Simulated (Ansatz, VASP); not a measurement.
# One calculation of Si3Ge, two programs

```
Si Ge
1.0
     0.00000    3.18539    3.18539
     3.18539    0.00000    3.18539
     3.18539    3.18539    0.00000
Si Ge
3 1
Direct
  0.75000 0.75000 0.75000
  0.25000 0.25000 0.25000
  0.50000 0.50000 0.50000
  0.00000 0.00000 0.00000
```

Change from the starting cell: species swapped into the Fe3Ni type (Fm-3m, No. 225).

Alike in both runs: functional PBE; k mesh 6 × 6 × 6; occupations gaussian, width 0.1 eV; no spin polarisation.

Ansatz relaxed the structure, and its values are those at the end. VASP's run is a single point on that final structure, the one shown.

|  | VASP | Ansatz |
| --- | --- | --- |
| version | VASP 6.6.1 | Ansatz 0.2.0 |
| potentials or method | VASP PAW PBE potentials, release 64 (Si, Ge_d), cutoff 520 eV | scalar-relativistic, plane waves, PAW |
| valence electrons in the cell | 26 | 26 |

Ansatz gave:

* gap on the k mesh at the Fermi level (eV): none
* pressure (GPa): 0.0

Q: What did VASP give for the same quantities?

A: gap on the k mesh at the Fermi level (eV): none; pressure (GPa): -0.1.

A gap of «none» marks a metal or a gap that the smearing closes. The functional is the same, so the differences come from potentials, cutoffs and numerics.
